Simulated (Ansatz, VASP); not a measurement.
# Mo: VASP beside Ansatz

File INCAR:

```
SYSTEM = Mo
PREC = Accurate ; ENCUT = 520
EDIFF = 1E-6 ; ISMEAR = 0
SIGMA = 0.15 ; LREAL = .False.
LASPH = .True. ; NELM = 80
ALGO = Fast ; ISIF = 2
LWAVE = .False. ; LCHARG = .False.
GGA = PS ; NBANDS = 13
```

KPOINTS

```
Automatic mesh
0
Gamma
  26 26 26
  0 0 0
```

The input POSCAR:

```
Mo
1.0
   -1.5626976103      1.5646534271      1.5626976103
    1.5666092439     -1.5646534271      1.5666092439
    1.5626976103      1.5646534271     -1.5626976103
Mo
1
Direct
    0.0000000000      0.0000000000      0.0000000000
```

Input for Ansatz:

```yaml
crystal:
  lattice:
    - [-1.5626976103, 1.5646534271, 1.5626976103]
    - [1.5666092439, -1.5646534271, 1.5666092439]
    - [1.5626976103, 1.5646534271, -1.5626976103]
  atoms:
    - { symbol: Mo, position: [0.0, 0.0, 0.0] }
basis:
  ecutwfc: 420
kpoints:
  mp_grid: { grid: [26, 26, 26] }
hamiltonian:
  xc: pbesol
scf:
  occupations: { method: gaussian, width: 0.15 }
output:
  forces: true
  stress: true
  eigenvalues: true
```

Change from the starting cell: strain +0.0025 x Voigt [0, 0, 0, 0, 1, 0], atoms carried along.

Alike in both runs: task single point; functional PBEsol; k mesh 26 × 26 × 26; occupations gaussian, width 0.15 eV; no spin polarisation.

```csv
,VASP,Ansatz
version,VASP 6.6.1,Ansatz 0.2.0
potentials or method,"VASP PAW PBE potentials, release 64 (Mo_sv), cutoff 520 eV","scalar-relativistic, plane waves, PAW"
valence electrons in the cell,14,14
```

|  | VASP | Ansatz | Ansatz less VASP |
| --- | --- | --- | --- |
| gap on the k mesh at the Fermi level (eV) | none | none | - |
| pressure (GPa) | 0.7 | 0.1 | -0.56 |
| traceless stress, the component that is largest in VASP (GPa) | -0.27 | -0.26 | +0.002 |

VASP's potentials were made for PBE, not for PBEsol. A gap of «none» marks a metal or a gap that the smearing closes.
